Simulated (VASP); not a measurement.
A run of VASP 6.6.1:

The input INCAR:

```
SYSTEM = H3CCl
PREC = Accurate ; ENCUT = 520
EDIFF = 1E-6 ; ISMEAR = -1
SIGMA = 0.05 ; LREAL = Auto
LASPH = .True. ; NELM = 60
ALGO = Normal ; ISIF = 2
LWAVE = .False. ; LCHARG = .False.
GGA = PE ; IVDW = 12
IBRION = 2 ; NSW = 35
EDIFFG = -0.3
```

KPOINTS

```
regular mesh
0
Gamma
  1 1 1
  0 0 0
```

Contents of POSCAR:

```
H3CCl
1.0
    9.0287150000      0.0000000000      0.0000000000
    0.0000000000      9.0287150000      0.0000000000
    0.0000000000      0.0000000000      9.0287150000
C Cl H
8 8 24
Direct
    0.7266335000      0.5006795000      0.0008107000
    0.3639333000      0.1222765000      0.6104486000
    0.7235722000      0.7630050000      0.6603097000
    0.9735609000      0.0393800000      0.2984460000
    0.0343390000      0.5176083000      0.2263902000
    0.9291704000      0.3063776000      0.7887151000
    0.3564074000      0.5744328000      0.5621648000
    0.5052886000      0.9924439000      0.1943366000
    0.6695866000      0.4009082000      0.1606321000
    0.2476527000      0.0377596000      0.7449376000
    0.8558605000      0.6174579000      0.6685210000
    1.1276201000      0.1208853000      0.3899567000
    0.0524879000      0.4687118000      0.4162094000
    0.9435213000      0.1652249000      0.9251758000
    0.2955963000      0.6943653000      0.7059345000
    0.6336765000      0.9255453000      0.3277258000
    0.6796676000      0.6115860000      0.0051400000
    0.8469857000      0.5068762000     -0.0005042000
    0.6872272000      0.4430052000     -0.0974013000
    0.3823632000      0.0444684000      0.5202763000
    0.3097861000      0.2215756000      0.5688248000
    0.4689131000      0.1511279000      0.6621362000
    0.6152339000      0.7160386000      0.6361897000
    0.7212017000      0.8197121000      0.7666274000
    0.7554834000      0.8399594000      0.5732208000
    0.9593130000      0.0923800000      0.1911483000
    0.9946128000     -0.0783800000      0.2838106000
    0.8749917000      0.0555912000      0.3658706000
    0.0183659000      0.6367745000      0.2180801000
    0.1346455000      0.4852629000      0.1679338000
   -0.0608050000      0.4599125000      0.1800910000
    0.8311702000      0.3727819000      0.8113254000
    1.0278017000      0.3754746000      0.7934319000
    0.9199911000      0.2549538000      0.6801052000
    0.3257392000      0.4612722000      0.5900743000
    0.3035540000      0.6072249000      0.4589370000
    0.4761511000      0.5833634000      0.5518465000
    0.4403191000      1.0811522000      0.2436782000
    0.5661138000      1.0340085000      0.0989560000
    0.4329585000      0.9020192000      0.1609223000
```

Potentials or basis: VASP PAW PBE potentials, release 64 (C, Cl, H).

The run is started by

```sh
$ cat potpaw_PBE.64/C/POTCAR potpaw_PBE.64/Cl/POTCAR potpaw_PBE.64/H/POTCAR > POTCAR
$ mpirun -np 1 vasp_gam > vasp.out
```

Hardware: 1 thread of AMD EPYC 7R43 64-Core Processor (Zen 3) (shared host).

Task: Estimate the wall time of this run.

Result: Wall time 37 min on 1 thread of AMD EPYC 7R43 64-Core Processor (Zen 3) (shared host), peak memory 0.71 GiB. Counts: scf iterations 244, k points 1, ion steps 27.
